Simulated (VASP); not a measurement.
A run of VASP 6.6.1 is set up as follows.

Contents of POSCAR:

```
CoO
1.0
   -3.2023923205      0.0000000000      0.0000000000
   -1.6011961602     -2.7733531024      0.0000000000
    0.0000000000      0.0000000000     10.9639380997
Co O
4 4
Direct
    0.0000000000      1.0000000000      0.5085999842
    0.0000000000      1.0000000000      0.0314020100
    0.3333333333      0.3333333333      0.7471978972
    0.3333333333      0.3333333333      0.2699999230
    0.0000000000      1.0000000000      0.6843962175
    0.0000000000      1.0000000000      0.2071982433
    0.3333333333      0.3333333333      0.9229942232
    0.3333333333      0.3333333333      0.4457962490
```

The input INCAR.step1:

```
SYSTEM = CoO
PREC     = Accurate       ! precision mode
ENCUT    = 660            ! plane-wave cutoff, eV
ISMEAR   = 0              ! smearing method
SIGMA    = 0.05           ! smearing width, eV
LREAL    = .False.        ! projectors in reciprocal space
LASPH    = .True.         ! aspherical terms in the spheres
NELM     = 200            ! most SCF steps
ISPIN    = 2              ! spin polarisation
MAGMOM   = -2.57 -2.57 2.57 2.57 0.14 0.14 -0.14 -0.14 ! initial moments
LMAXMIX  = 4              ! l up to which the mixer works
NBANDS   = 44             ! bands
GGA      = PE             ! functional
ALGO     = Normal         ! electronic algorithm
EDIFF    = 1E-5           ! SCF threshold, eV
LWAVE    = .True.         ! write WAVECAR
LCHARG   = .False.        ! write CHGCAR
GGA_COMPAT= .False.
```

INCAR.step2

```
SYSTEM = CoO
PREC     = Accurate       ! precision mode
ENCUT    = 660            ! plane-wave cutoff, eV
EDIFF    = 1E-6           ! SCF threshold, eV
ISMEAR   = 0              ! smearing method
SIGMA    = 0.05           ! smearing width, eV
LREAL    = .False.        ! projectors in reciprocal space
LASPH    = .True.         ! aspherical terms in the spheres
NELM     = 200            ! most SCF steps
ALGO     = Normal         ! electronic algorithm
ISIF     = 2              ! what is computed and relaxed
LWAVE    = .False.        ! write WAVECAR
LCHARG   = .False.        ! write CHGCAR
ISPIN    = 2              ! spin polarisation
MAGMOM   = -2.57 -2.57 2.57 2.57 0.14 0.14 -0.14 -0.14 ! initial moments
LORBIT   = 11             ! projections on sites
LMAXMIX  = 4              ! l up to which the mixer works
METAGGA  = R2SCAN         ! meta-GGA
LMIXTAU  = .True.       
NBANDS   = 44             ! bands
ISTART   = 1            
GGA_COMPAT= .False.
```

KPOINTS

```
regular mesh
0
Gamma
  10 10 3
  0 0 0
```

Potentials or basis: VASP PAW PBE potentials, release 64 (Co, O).

The run is started by

```console
$ cat potpaw_PBE.64/Co/POTCAR potpaw_PBE.64/O/POTCAR > POTCAR
$ cp INCAR.step1 INCAR
$ mpirun -np 1 vasp_std > vasp.out
$ cp INCAR.step2 INCAR
$ mpirun -np 1 vasp_std > vasp.out
```

(1) Estimate the pressure.

(2) What does it give for the net moment?

Answers

(1) -7.0 GPa.

(2) 0.00 μB per cell.

Caveat: the cell differs from its parent crystal (the distance across one plane changed); the cell stands under tension; the PAW data sets were made with another functional, which shifts forces and pressure a little.
